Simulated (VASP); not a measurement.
# Co (P6_3/mmc) in VASP: notebook, part 2 of 2

VASP 6.6.1. Earlier steps stand in the parts before.

### 3 Single point, PBE, collinear spin, ferromagnetic start

File INCAR:

```
SYSTEM = Co
ALGO     = Normal         ! electronic algorithm
EDIFF    = 1E-7           ! SCF threshold, eV
ENCUT    = 520            ! plane-wave cutoff, eV
GGA      = PE             ! functional
ISIF     = 2              ! what is computed and relaxed
ISMEAR   = 0              ! smearing method
ISPIN    = 2              ! spin polarisation
LASPH    = .TRUE.         ! aspherical terms in the spheres
LCHARG   = .FALSE.        ! write CHGCAR
LMAXMIX  = 4              ! l up to which the mixer works
LORBIT   = 11             ! projections on sites
LREAL    = .FALSE.        ! projectors in reciprocal space
LWAVE    = .FALSE.        ! write WAVECAR
MAGMOM   = 1.95 1.95      ! initial moments
NBANDS   = 20             ! bands
NELM     = 150            ! most SCF steps
PREC     = Accurate       ! precision mode
SIGMA    = 0.1            ! smearing width, eV
```

File KPOINTS:

```
k-points
0
G
  18 18 10
  0 0 0
```

File POSCAR:

```
Co
1.0
    2.4922475268      0.0000000000      0.0000000000
   -1.2461237634      2.1583496707      0.0000000000
    0.0000000000      0.0000000000      4.0333868621
Co
2
Direct
    0.3333333333      0.6666666667      0.2500000000
    0.6666666667      0.3333333333      0.7500000000
```

Potentials or basis: VASP PAW PBE potentials, release 64 (Co).

On the command line:

```console
$ cat potpaw_PBE.64/Co/POTCAR > POTCAR
$ mpirun -np 1 vasp_std > vasp.out
```

OUTCAR:

```text
SYSTEM = Co
   EDIFF = 1E-7
   ENCUT = 520
   GGA = PE
   ISIF = 2
   ISMEAR = 0
   ISPIN = 2
   LASPH = .TRUE.
   LORBIT = 11
   LREAL = .FALSE.
   NELM = 150
   PREC = Accurate

 ion  position               nearest neighbor table
   1  0.333  0.667  0.250-   2 2.48   2 2.48   2 2.48   2 2.48   2 2.48   2 2.48
   2  0.667  0.333  0.750-   1 2.48   1 2.48   1 2.48   1 2.48   1 2.48   1 2.48

  LATTYP: Found a hexagonal cell.
 ALAT       =     2.4922475268
 C/A-ratio  =     1.6183733031

  Lattice vectors:

 A1 = (   2.4922475268,   0.0000000000,   0.0000000000)
 A2 = (  -1.2461237634,   2.1583496707,   0.0000000000)
 A3 = (   0.0000000000,   0.0000000000,   4.0333868621)

Analysis of symmetry for initial positions (statically):
=====================================================================
 Subroutine PRICEL returns:
 Original cell was already a primitive cell.

 Routine SETGRP: Setting up the symmetry group for a
 hexagonal supercell.

 Subroutine GETGRP returns: Found 24 space group operations
 (whereof 12 operations were pure point group operations)
 out of a pool of 24 trial point group operations.

The static configuration has the point symmetry D_3d.
 The point group associated with its full space group is D_6h.

Analysis of symmetry for dynamics (positions and initial velocities):
=====================================================================
 Subroutine PRICEL returns:
 Original cell was already a primitive cell.

 Routine SETGRP: Setting up the symmetry group for a
 hexagonal supercell.

 Subroutine GETGRP returns: Found 24 space group operations
 (whereof 12 operations were pure point group operations)
 out of a pool of 24 trial point group operations.

The dynamic configuration has the point symmetry D_3d.
 The point group associated with its full space group is D_6h.

Analysis of structural, dynamic, and magnetic symmetry:
=====================================================================
 Subroutine PRICEL returns:
 Original cell was already a primitive cell.

 Routine SETGRP: Setting up the symmetry group for a
 hexagonal supercell.

 Subroutine GETGRP returns: Found 24 space group operations
 (whereof 12 operations were pure point group operations)
 out of a pool of 24 trial point group operations.

The overall configuration has the point symmetry D_3d.
 The point group associated with its full space group is D_6h.

 Subroutine INISYM returns: Found 24 space group operations
 (whereof 12 operations are pure point group operations),
 and found     1 'primitive' translations

----------------------------------------------------------------------------------------

                                     Primitive cell

  volume of cell :      21.6962

  direct lattice vectors                    reciprocal lattice vectors
     2.492247527  0.000000000  0.000000000     0.401244254  0.231658478  0.000000000
    -1.246123763  2.158349671  0.000000000     0.000000000  0.463316956  0.000000000
     0.000000000  0.000000000  4.033386862     0.000000000  0.000000000  0.247930594

  length of vectors
     2.492247527  2.492247527  4.033386862     0.463316956  0.463316956  0.247930594

  position of ions in fractional coordinates (direct lattice)
     0.333333333  0.666666667  0.250000000
     0.666666667  0.333333333  0.750000000

[... 69 lines left out ...]
   ICHARG =      2    charge: 1-file 2-atom 10-const
   ISPIN  =      2    spin polarized calculation?
   LNONCOLLINEAR =      F non collinear calculations
   LSORBIT =      F    spin-orbit coupling
   LASPH  =      T    aspherical Exc in radial PAW
   ENCUT  =  520.0 eV  38.22 Ry    6.18 a.u.   4.63  4.63  7.50*2*pi/ulx,y,z
   NELM   =    150;   NELMIN=  2; NELMDL= -5     # of ELM steps
   EDIFF  = 0.1E-06   stopping-criterion for ELM
   LREAL  =      F    real-space projection
   EDIFFG = 0.1E-05   stopping-criterion for IOM
   NSW    =      0    number of steps for IOM
   IBRION =     -1    ionic relax: 0-MD 1-quasi-New 2-CG
   NFREE  =      0    steps in history (QN), initial steepest desc. (CG)
   ISIF   =      2    stress and relaxation
   ISYM   =      2    0-nonsym 1-usesym 2-fastsym
   POTIM  = 0.5000    time-step for ionic-motion
   TEBEG  =    0.0;   TEEND  =   0.0 temperature during run
   PSTRESS=    0.0 pullay stress
   NELECT =      18.0000    total number of electrons
   NUPDOWN=      -1.0000    fix difference up-down
   EMIN   =  10.00;   EMAX   =-10.00  energy-range for DOS
   EFERMI =   0.00;   METHOD = LEGACY
   ISMEAR =     0;   SIGMA  =   0.10  broadening in eV -4-tet -1-fermi 0-gaus
   EFERMI_NEDOS =   21; number of points for ismear=-14 and -15
   IALGO  =     38    algorithm
   IMIX   =      4    mixing-type and parameters
     AMIX     =   0.40;   BMIX     =  1.00
     AMIX_MAG =   1.60;   BMIX_MAG =  1.00
  volume/ion in A,a.u.               =      10.85        73.21
  Fermi-wavevector in a.u.,A,eV,Ry     =   1.538289  2.906945 32.195932  2.366334
  Thomas-Fermi vector in A             =   2.644679
   LORBIT       =     11    0 simple, 1 ext, 2 COOP (PROOUT), +10 PAW based schemes
   GGA     = PE    functional components
   LHFCALC =     F    Hartree Fock is set to
   AEXX    =    0.0000 exact exchange contribution
   IVDW    =     0    specifies the selected vdW correction
   LEPSILON=     F    determine dielectric tensor
   LRPA    =     F    only Hartree local field effects (RPA)
 spin polarized calculation
 Gauss-broadening in eV      SIGMA  =   0.10
  energy-cutoff  :      520.00
  volume of cell :       21.70
 maximum number of plane-waves:       602
 NGX is ok and might be reduce to    20
   NGX =  9   NGY =  9   NGZ = 15

 number of electron      17.9999997 magnetization       3.1881013

 Free energy of the ion-electron system (eV)
  ---------------------------------------------------
  ext. energy  EPLUGINS =         0.00000000
  ---------------------------------------------------
  free energy    TOTEN  =       -14.07618741 eV

  energy without entropy =      -14.06775957  energy(sigma->0) =      -14.07197349

 E-fermi :  10.2558     XC(G=0): -13.4046

 val. band max:       10.2543354173   @ k =   0.1667   0.1667   0.2000
 cond. band min:      10.2561123895   @ k =   0.1111  -0.0000   0.2000
 fundamental gap:      0.0017769722
 Fermi energy:        10.2558336622

 spin component 1

 k-point     1 :       0.0000    0.0000    0.0000
  band No.  band energies     occupation
      1       1.3538      1.00000
      2       5.1348      1.00000
      3       7.6506      1.00000
      4       7.6739      1.00000
      5       7.6739      1.00000
      6       7.9845      1.00000
[... 541 lines left out ...]
     19      32.7934      0.00000
     20      35.1490      0.00000

 [... further k-points ...]

 spin component 2

 k-point     1 :       0.0000    0.0000    0.0000
  band No.  band energies     occupation
      1       1.3396      1.00000
      2       6.0633      1.00000
      3       9.2657      1.00000
      4       9.2964      1.00000
      5       9.2964      1.00000
      6       9.6605      1.00000
[... 541 lines left out ...]
     19      33.1027      0.00000
     20      35.4895      0.00000

 [... further k-points ...]

------------------------ aborting loop because EDIFF is reached ----------------------------------------

  FORCE on cell =-STRESS in cart. coord.  units (eV):
  Direction    XX          YY          ZZ          XY          YZ          ZX
  --------------------------------------------------------------------------------------
  -------------------------------------------------------------------------------------
  Total       -0.0885161     -0.0885161     -0.1040129     -0.0000000      0.0000000     -0.0000000
  in kB       -6.5365720     -6.5365720     -7.6809493     -0.0000000      0.0000000     -0.0000000
  external PRESSURE =      -6.9180311 kB  Pullay stress =       0.0000000 kB

 VOLUME and BASIS-vectors are now :
 -----------------------------------------------------------------------------
  energy-cutoff  :      520.00
  volume of cell :       21.70
      direct lattice vectors                 reciprocal lattice vectors
     2.492247527  0.000000000  0.000000000     0.401244254  0.231658478  0.000000000
    -1.246123763  2.158349671  0.000000000     0.000000000  0.463316956  0.000000000
     0.000000000  0.000000000  4.033386862     0.000000000  0.000000000  0.247930594

 POSITION                                       TOTAL-FORCE (eV/Angst)
 -----------------------------------------------------------------------------------
     -0.00000      1.43890      1.00835         0.000000     -0.000000      0.000000
      1.24612      0.71945      3.02504        -0.000000      0.000000      0.000000
 -----------------------------------------------------------------------------------
    total drift:                                0.000000      0.000000     -0.000000

  FREE ENERGIE OF THE ION-ELECTRON SYSTEM (eV)
  ---------------------------------------------------
  free  energy   TOTEN  =       -14.0761874073 eV

  energy  without entropy=      -14.0677595708  energy(sigma->0) =      -14.07197349

 total charge

# of ion       s       p       d       tot
------------------------------------------
    1        0.488   0.521   7.264   8.273
    2        0.488   0.521   7.264   8.273
--------------------------------------------------
tot          0.977   1.042  14.528  16.547

 magnetization (x)

# of ion       s       p       d       tot
------------------------------------------
    1       -0.015  -0.056   1.687   1.615
    2       -0.015  -0.056   1.687   1.615
--------------------------------------------------
tot         -0.031  -0.112   3.373   3.230
```

It took 3.6 min on 1 thread of Intel Xeon 8259CL, shared host; peak memory 0.25 GiB.

Results:

```yaml
Free_energy: -14.0762 eV
Pressure: -0.7 GPa
Net_moment: 3.19 μB per cell
Site_moments: Co +1.61 μB
Valence_electrons_inside_the_program's_atomic_spheres: Co 8.27
```

Stress tensor (GPa, compression positive):
```
-0.65  0.00  0.00
 0.00 -0.65  0.00
 0.00  0.00 -0.77
```

Levels at points of the mesh, in eV from the Fermi level:
Spin up:
```tsv
k point	band 8	band 9	band 10	band 11	band 12	band 13	band 14	band 15
(0.00, 0.00, 0.00)	-1.93	-1.93	-0.83	-0.83	-0.07	6.35	21.99	24.56
(0.50, 0.00, 0.00)	-0.69	-0.61	-0.54	1.31	3.32	9.69	10.34	12.74
(0.00, 0.00, 0.50)	-2.65	-1.14	-1.14	-1.14	-1.14	15.01	15.01	22.72
(0.50, 0.00, 0.50)	-1.06	-0.60	-0.60	1.61	1.61	7.27	7.27	18.36
```
Spin down:
| k point | band 5 | band 6 | band 7 | band 8 | band 9 | band 10 |
| --- | --- | --- | --- | --- | --- | --- |
| (0.00, 0.00, 0.00) | -0.96 | -0.60 | -0.60 | -0.17 | -0.17 | -0.15 |
| (0.50, 0.00, 0.00) | -1.11 | -1.03 | -0.62 | 1.17 | 1.31 | 1.34 |
| (0.00, 0.00, 0.50) | -1.02 | -1.02 | -1.02 | -1.02 | 0.71 | 0.71 |
| (0.50, 0.00, 0.50) | -0.06 | -0.06 | 0.25 | 0.25 | 1.27 | 1.27 |
